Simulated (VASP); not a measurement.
AlN, 8 atoms in the cell. Symmetry: Pm, No. 6, monoclinic system. Conventional cell: a = 3.276 Å, b = 4.101 Å, c = 5.674 Å, α = 90.00°, β = 90.00°, γ = 90.00°. Within 1.9 Å of Al (site symmetry m) lie 1 N at 1.45 Å. Within 2.5 Å of Al (site symmetry m) lie 5 N at 1.89 to 2.05 Å. Within 2.5 Å of Al (site symmetry m) lie 5 N at 1.89 to 2.05 Å. Within 2.6 Å of Al (site symmetry m) lie 5 N at 1.89 to 2.05 Å and 2 Al at 2.51 Å. Within 2.5 Å of N (site symmetry m) lie 5 Al at 1.89 to 2.10 Å. N (site symmetry m) has 5 Al at 1.89 to 2.05 Å within 2.5 Å. Within 2.5 Å of N (site symmetry m) lie 5 Al at 1.89 to 2.17 Å. N (site symmetry m) has 3 Al at 1.45 to 1.89 Å within 1.9 Å.  This cell differs from its parent crystal: atom 1 (Al) moved by -0.372 Å along [1 0 0] and -0.248 Å along [1 2 0].

- Program: VASP 6.6.1
- Task: single point
- Functional: LDA
- Potentials or basis: VASP PAW LDA potentials, release 64 (Al, N)
- Cutoff: 520 eV
- k mesh: 8 × 6 × 4
- Occupations: gaussian, width 0.05 eV
- Spin: no spin polarisation
- Dipole correction: no
- Further INCAR settings: ALGO = Normal; EDIFF = 1e-06; NBANDS = 26

Potentials or basis: VASP PAW LDA potentials, release 64 (Al, N).

Run with:

```console
$ cat potpaw_LDA.64/Al/POTCAR potpaw_LDA.64/N/POTCAR > POTCAR
$ mpirun -np 1 vasp_std > vasp.out
```

Hardware: 1 thread of Intel(R) Xeon(R) Platinum 8488C (Sapphire Rapids), on a shared host.

Question: How long does it take, and how much memory?

Answer: It took 110 s on 1 thread of Intel(R) Xeon(R) Platinum 8488C (Sapphire Rapids), on a shared host, peak memory 0.22 GiB. Counts: scf iterations 14, k points 72.
